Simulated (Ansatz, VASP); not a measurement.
**Si3Te: VASP beside Ansatz**

```xyz
4
Lattice="5.9231 0.0000 0.0000 -2.9615 5.1295 0.0000 0.0000 0.0000 2.6439" Properties=species:S:1:pos:R:3 pbc="T T T"
Si    2.9615    0.0000    0.0000
Si   -1.4808    2.5648    0.0000
Si    1.4808    2.5648    0.0000
Te    0.0000    0.0000    0.0000
```

Alike in both runs: functional PBE; k mesh 3 × 3 × 6; occupations gaussian, width 0.1 eV; no spin polarisation.

Ansatz relaxed the structure, and its values are those at the end. VASP's run is a single point on that final structure, the one shown.

|  | VASP | Ansatz |
| --- | --- | --- |
| version | VASP 6.6.1 | Ansatz 0.2.0 |
| potentials or method | VASP PAW PBE potentials, release 64 (Si, Te), cutoff 520 eV | scalar-relativistic, plane waves, PAW |
| valence electrons in the cell | 18 | 28 |

```csv
,VASP,Ansatz,Ansatz less VASP
gap on the k mesh at the Fermi level (eV),none,none,-
pressure (GPa),-0.2,-0.2,-0.03
```

A gap of «none» marks a metal or a gap that the smearing closes. With one functional, cell and mesh, what is left measures potentials, basis and numerics. VASP's potentials hold 18 valence electrons a cell and Ansatz's 28, so a difference there can come from the potentials and not from the codes.

The k mesh is coarse, so the values compare programs but aren't converged. Spin-orbit coupling is off throughout.
